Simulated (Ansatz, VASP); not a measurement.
**Two plane-wave programs on Si2W**

File INCAR:

```
SYSTEM = Si2W
PREC = Accurate
ENCUT = 520
EDIFF = 1E-6
ISMEAR = 0
SIGMA = 0.03
LREAL = .FALSE.
LASPH = .TRUE.
NELM = 100
ALGO = Normal
ISIF = 2
LWAVE = .FALSE.
LCHARG = .FALSE.
GGA = PE
NBANDS = 43
```

KPOINTS

```
Automatic mesh
0
G
  9 9 6
  0 0 0
```

POSCAR

```
Si2W
1.0
    4.5900641255      0.0000000000      0.0000000000
   -2.2950320628      3.9751121377      0.0000000000
    0.0000000000      0.0000000000      6.7175588476
Si W
6 3
Direct
    0.8113193831      0.6226387663      0.5000000000
    0.1886806169      0.8113193831      0.8333333333
    0.6226387663      0.8113193831      0.1666666667
    0.1886806169      0.3773612337      0.5000000000
    0.8113193831      0.1886806169      0.8333333333
    0.3773612337      0.1886806169      0.1666666667
    0.0000000000      0.5000000000      0.1666666667
    0.5000000000      0.5000000000      0.8333333333
    0.5000000000      0.0000000000      0.5000000000
```

Input for Ansatz:

```yaml
crystal:
  lattice:
    - [4.5900641255, 0.0, 0.0]
    - [-2.2950320628, 3.9751121377, 0.0]
    - [0.0, 0.0, 6.7175588476]
  atoms:
    - { symbol: Si, position: [0.8113193831, 0.6226387663, 0.5] }
    - { symbol: Si, position: [0.1886806169, 0.8113193831, 0.8333333333] }
    - { symbol: Si, position: [0.6226387663, 0.8113193831, 0.1666666667] }
    - { symbol: Si, position: [0.1886806169, 0.3773612337, 0.5] }
    - { symbol: Si, position: [0.8113193831, 0.1886806169, 0.8333333333] }
    - { symbol: Si, position: [0.3773612337, 0.1886806169, 0.1666666667] }
    - { symbol: W, position: [0.0, 0.5, 0.1666666667] }
    - { symbol: W, position: [0.5, 0.5, 0.8333333333] }
    - { symbol: W, position: [0.5, 0.0, 0.5] }
basis:
  ecutwfc: 420
kpoints:
  mp_grid: { grid: [9, 9, 6] }
hamiltonian:
  xc: pbe
  pseudopotentials: { kind: paw, azcp: { folder: soft_1 } }
scf:
  occupations: { method: gaussian, width: 0.03 }
output:
  forces: true
  stress: true
  eigenvalues: true
```

Alike in both runs: task single point; functional PBE; k mesh 9 × 9 × 6; occupations gaussian, width 0.03 eV; no spin polarisation.

|  | VASP | Ansatz |
| --- | --- | --- |
| version | VASP 6.6.1 | Ansatz 0.2.0 |
| potentials or method | VASP PAW PBE potentials, release 64 (Si, W_sv), cutoff 520 eV | scalar-relativistic, plane waves, PAW |
| valence electrons in the cell | 66 | 66 |

|  | VASP | Ansatz | Ansatz less VASP |
| --- | --- | --- | --- |
| gap on the k mesh at the Fermi level (eV) | 0.43 | 0.43 | +0.001 |
| least direct gap on the mesh (eV) | 0.79 | 0.80 | +0.002 |
| pressure (GPa) | 6.3 | 6.2 | -0.03 |
| traceless stress, the component that is largest in VASP (GPa) | -4.23 | -4.26 | -0.030 |
| rms of the force components (eV/Å) | 1.391 | 1.390 | -0.0006 |

Atom by atom the forces differ by 0.001 eV/Å (rms over components).

Spin-orbit coupling is off throughout.
